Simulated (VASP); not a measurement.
# Ga (P6_3/mmc) in VASP: further runs, part 2 of 2

VASP 6.6.1.

### 3 Relaxation of cell and atoms, LDA, target pressure 57 GPa, at which the enthalpy is minimised

This run uses another cell than the first one, of 12.04 Å³/atom.

INCAR

```
SYSTEM = Ga
  ALGO = Normal
  EDIFF = 1E-6
  EDIFFG = -0.005
  ENCUT = 600
  IBRION = 2
  ISIF = 3
  ISMEAR = -1
  LASPH = .True.
  LCHARG = .False.
  LREAL = .False.
  LWAVE = .False.
  NELM = 80
  NSW = 60
  PREC = Accurate
  PSTRESS = 570.0
  SIGMA = 0.08
```

KPOINTS

```
k-points
0
Gamma
  17 17 9
  0 0 0
```

POSCAR

```
Ga
1.0
    2.5792275982      0.0000000000      0.0000000000
   -1.2896137991      2.2336766222      0.0000000000
    0.0000000000      0.0000000000      4.1783487091
Ga
2
Direct
    0.3333333333      0.6666666667      0.2500000000
    0.6666666667      0.3333333333      0.7500000000
```

Potentials or basis: VASP PAW LDA potentials, release 64 (Ga_d).

Started as:

```console
cat potpaw_LDA.64/Ga_d/POTCAR > POTCAR
mpirun -np 1 vasp_std > vasp.out
```

OUTCAR:

```text
SYSTEM = Ga
   EDIFF = 1E-6
   EDIFFG = -0.005
   ENCUT = 600
   IBRION = 2
   ISIF = 3
   ISMEAR = -1
   LASPH = .True.
   LREAL = .False.
   NELM = 80
   NSW = 60
   PREC = Accurate
   PSTRESS = 570.0

 ion  position               nearest neighbor table
   1  0.333  0.667  0.250-   2 2.57   2 2.57   2 2.57   2 2.57   2 2.57   2 2.57
   2  0.667  0.333  0.750-   1 2.57   1 2.57   1 2.57   1 2.57   1 2.57   1 2.57

  LATTYP: Found a hexagonal cell.
 ALAT       =     2.5792275982
 C/A-ratio  =     1.6200000000

  Lattice vectors:

 A1 = (   2.5792275982,   0.0000000000,   0.0000000000)
 A2 = (  -1.2896137991,   2.2336766222,   0.0000000000)
 A3 = (   0.0000000000,   0.0000000000,   4.1783487091)

Analysis of symmetry for initial positions (statically):
=====================================================================
 Subroutine PRICEL returns:
 Original cell was already a primitive cell.

 Routine SETGRP: Setting up the symmetry group for a
 hexagonal supercell.

 Subroutine GETGRP returns: Found 24 space group operations
 (whereof 12 operations were pure point group operations)
 out of a pool of 24 trial point group operations.

The static configuration has the point symmetry D_3d.
 The point group associated with its full space group is D_6h.

Analysis of symmetry for dynamics (positions and initial velocities):
=====================================================================
 Subroutine PRICEL returns:
 Original cell was already a primitive cell.

 Routine SETGRP: Setting up the symmetry group for a
 hexagonal supercell.

 Subroutine GETGRP returns: Found 24 space group operations
 (whereof 12 operations were pure point group operations)
 out of a pool of 24 trial point group operations.

The dynamic configuration has the point symmetry D_3d.
 The point group associated with its full space group is D_6h.

 Subroutine INISYM returns: Found 24 space group operations
 (whereof 12 operations are pure point group operations),
 and found     1 'primitive' translations

----------------------------------------------------------------------------------------

                                     Primitive cell

  volume of cell :      24.0721

  direct lattice vectors                    reciprocal lattice vectors
     2.579227598  0.000000000  0.000000000     0.387712973  0.223846189  0.000000000
    -1.289613799  2.233676622  0.000000000     0.000000000  0.447692379  0.000000000
     0.000000000  0.000000000  4.178348709     0.000000000  0.000000000  0.239328996

  length of vectors
     2.579227598  2.579227598  4.178348709     0.447692379  0.447692379  0.239328996

  position of ions in fractional coordinates (direct lattice)
     0.333333333  0.666666667  0.250000000
     0.666666667  0.333333333  0.750000000

  ion indices of the primitive-cell ions
   primitive index   ion index
                 1           1
                 2           2

----------------------------------------------------------------------------------------

 KPOINTS: k-points

Automatic generation of k-mesh.
 Grid dimensions read from file:
[... 27 lines left out ...]
  0.294118 -0.000000  0.000000      6.000000
[... 16 lines left out ...]
  0.411765  0.117647  0.000000     12.000000
  0.176471  0.176471  0.000000      6.000000
 [... further k-points ...]
   k-points           NKPTS =    165   k-points in BZ     NKDIM =    165   number of bands    NBANDS=     17
   number of dos      NEDOS =    301   number of ions     NIONS =      2
   total plane-waves  NPLWV =  20736
   dimension x,y,z NGX =    24 NGY =   24 NGZ =   36
   dimension x,y,z NGXF=    48 NGYF=   48 NGZF=   72
   ions per type =               2
   NGX,Y,Z   is equivalent  to a cutoff of  15.47, 15.47, 14.32 a.u.
   NGXF,Y,Z  is equivalent  to a cutoff of  30.94, 30.94, 28.65 a.u.
 SYSTEM =  Ga
   PREC   = accura    normal or accurate (medium, high low for compatibility)
   ISTART =      0    job   : 0-new  1-cont  2-samecut
   ICHARG =      2    charge: 1-file 2-atom 10-const
   ISPIN  =      1    spin polarized calculation?
   LNONCOLLINEAR =      F non collinear calculations
   LSORBIT =      F    spin-orbit coupling
   LASPH  =      T    aspherical Exc in radial PAW
   ENCUT  =  600.0 eV  44.10 Ry    6.64 a.u.   5.15  5.15  8.35*2*pi/ulx,y,z
   NELM   =     80;   NELMIN=  2; NELMDL= -5     # of ELM steps
   EDIFF  = 0.1E-05   stopping-criterion for ELM
   LREAL  =      F    real-space projection
   EDIFFG = -.5E-02   stopping-criterion for IOM
   NSW    =     60    number of steps for IOM
   IBRION =      2    ionic relax: 0-MD 1-quasi-New 2-CG
   NFREE  =      1    steps in history (QN), initial steepest desc. (CG)
   ISIF   =      3    stress and relaxation
   ISYM   =      2    0-nonsym 1-usesym 2-fastsym
   POTIM  = 0.5000    time-step for ionic-motion
   TEBEG  =    0.0;   TEEND  =   0.0 temperature during run
   PSTRESS=  570.0 pullay stress
   NELECT =      26.0000    total number of electrons
   NUPDOWN=      -1.0000    fix difference up-down
   EMIN   =  10.00;   EMAX   =-10.00  energy-range for DOS
   EFERMI =   0.00;   METHOD = LEGACY
   ISMEAR =    -1;   SIGMA  =   0.08  broadening in eV -4-tet -1-fermi 0-gaus
   EFERMI_NEDOS =   21; number of points for ismear=-14 and -15
   IALGO  =     38    algorithm
   IMIX   =      4    mixing-type and parameters
     AMIX     =   0.40;   BMIX     =  1.00
     AMIX_MAG =   1.60;   BMIX_MAG =  1.00
  volume/ion in A,a.u.               =      12.04        81.22
  Fermi-wavevector in a.u.,A,eV,Ry     =   1.679685  3.174144 38.386664  2.821340
  Thomas-Fermi vector in A             =   2.763553
   LORBIT       =      0    0 simple, 1 ext, 2 COOP (PROOUT), +10 PAW based schemes
   GGA     = CA    functional components
   LHFCALC =     F    Hartree Fock is set to
   AEXX    =    0.0000 exact exchange contribution
   IVDW    =     0    specifies the selected vdW correction
   LEPSILON=     F    determine dielectric tensor
   LRPA    =     F    only Hartree local field effects (RPA)
 conjugate gradient relaxation of ions
 non-spin polarized calculation
  energy-cutoff  :      600.00
  volume of cell :       24.07
 maximum number of plane-waves:       815
 NGX is ok and might be reduce to    24
   NGX = 11   NGY = 11   NGZ = 17

--------------------------------------- Ionic step        1  -------------------------------------------

 number of electron      26.0000002 magnetization

 Free energy of the ion-electron system (eV)
  ---------------------------------------------------
  ext. energy  EPLUGINS =         0.00000000
  ---------------------------------------------------
  free energy    TOTEN  =        -5.83178645 eV

  energy without entropy =       -5.81844155  energy(sigma->0) =       -5.82511400

------------------------ aborting loop because EDIFF is reached ----------------------------------------

  FORCE on cell =-STRESS in cart. coord.  units (eV):
  Direction    XX          YY          ZZ          XY          YZ          ZX
  --------------------------------------------------------------------------------------
  -------------------------------------------------------------------------------------
  Total        8.0858648      8.0858648      8.5637749      0.0000000      0.0000000      0.0000000
  in kB      538.1736251    538.1736251    569.9820511      0.0000000      0.0000000      0.0000000
  external PRESSURE =     -21.2235663 kB  Pullay stress =     570.0000000 kB
[... 253 lines left out ...]
--------------------------------------- Ionic step        8  -------------------------------------------

 number of electron      26.0000003 magnetization

 Free energy of the ion-electron system (eV)
  ---------------------------------------------------
  ext. energy  EPLUGINS =         0.00000000
  ---------------------------------------------------
  free energy    TOTEN  =        -5.77922440 eV

  energy without entropy =       -5.76510336  energy(sigma->0) =       -5.77216388

 E-fermi :  10.8219     XC(G=0): -13.8764

 val. band max:       10.8120047224   @ k =   0.2941   0.2353   0.4444
 cond. band min:      10.8960383115   @ k =   0.2941   0.0588   0.2222
 fundamental gap:      0.0840335891
 Fermi energy:        10.8218967666

 k-point     1 :       0.0000    0.0000    0.0000
  band No.  band energies     occupation
      1      -5.6141      2.00000
      2      -5.1942      2.00000
      3      -5.1372      2.00000
      4      -5.1372      2.00000
      5      -5.0640      2.00000
      6      -5.0640      2.00000
[... 457 lines left out ...]
      4      -5.1290      2.00000
      5      -5.0419      2.00000
      6      -4.9125      2.00000
[... 9 lines left out ...]
     16      21.6383      0.00000
     17      21.7755      0.00000

 [... further k-points ...]

------------------------ aborting loop because EDIFF is reached ----------------------------------------

  FORCE on cell =-STRESS in cart. coord.  units (eV):
  Direction    XX          YY          ZZ          XY          YZ          ZX
  --------------------------------------------------------------------------------------
  -------------------------------------------------------------------------------------
  Total        8.5096657      8.5096657      8.4999146     -0.0000000      0.0000000     -0.0000000
  in kB      570.1236646    570.1236646    569.4703647     -0.0000000      0.0000000     -0.0000000
  external PRESSURE =      -0.0941020 kB  Pullay stress =     570.0000000 kB
[... 21 lines left out ...]
  energy  without entropy=       -5.7651033565  energy(sigma->0) =       -5.77216388

  enthalpy is  TOTEN    =         2.7285955244 eV   P V=        8.5078199230

 reached required accuracy - stopping structural energy minimisation
```

CONTCAR:

```text
Ga
   1.00000000000000
     2.5588378376948797   -0.0000000000000000    0.0000000000000000
    -1.2794189188474399    2.2160185716421639   -0.0000000000000000
     0.0000000000000000   -0.0000000000000000    4.2173326288893120
  Ga
     2
Direct
     0.3333333332999970    0.6666666667000030    0.2500000000000000
     0.6666666667000030    0.3333333332999970    0.7500000000000000

  0.00000000E+00  0.00000000E+00  0.00000000E+00
  0.00000000E+00  0.00000000E+00  0.00000000E+00
```

It took 3.2 min on 1 thread of Intel Xeon Platinum 8259CL at 2.50GHz (Skylake/Cascade Lake), shared host; peak memory 0.19 GiB.

Results:

| Property | Result |
| --- | --- |
| Free energy | -5.7792 eV |
| Relaxed volume | 11.96 Å³/atom |
| Relaxed cell | a = 2.559 Å, b = 2.559 Å, c = 4.217 Å, α = 90.00°, β = 90.00°, γ = 120.00° |
| Space group after relaxing (to 0.1 Å) | P6_3/mmc (No. 194) |
| Energy change on relaxing (the run minimises the enthalpy) | +26.3 meV/atom |
| Ionic steps | 8 |
| Pressure after relaxing | 57.0 GPa |
| Band gap on the k mesh | zero (bands 13 and 14 overlap by 8.64 eV) |

Step by step:
```tsv
step	energy change (eV)	largest force (eV/Å)	pressure (GPa)	volume (Å³)
1	0.0000	0.0000	54.88	24.07
2	0.1995	0.0000	62.13	23.52
3	0.0734	0.0000	57.68	23.86
4	0.0559	0.0000	57.26	23.90
5	0.0523	0.0000	57.20	23.91
6	0.0518	0.0000	56.97	23.92
7	0.0540	0.0000	57.25	23.91
8	0.0526	0.0000	56.99	23.91
```

Final structure:
```yaml
crystal:
  lattice:
    - [2.55884, 0.00000, 0.00000]
    - [-1.27942, 2.21602, 0.00000]
    - [0.00000, 0.00000, 4.21733]
  atoms:
    - { symbol: Ga, position: [0.33333, 0.66667, 0.25000] }
    - { symbol: Ga, position: [0.66667, 0.33333, 0.75000] }
```

Levels at points of the mesh, in eV from the Fermi level:
```
           k point  band 9  band 10  band 11  band 12  band 13  band 14  band 15  band 16  band 17
(0.00, 0.00, 0.00)  -15.50   -15.39   -15.39    -6.86    -5.68    14.00    14.00    16.31    16.31
```

Caveat: the cell is relaxed towards a set pressure, so the run minimises the enthalpy, not the energy.

The gap in the log of VASP goes by the Fermi energy; the results here count the filled bands.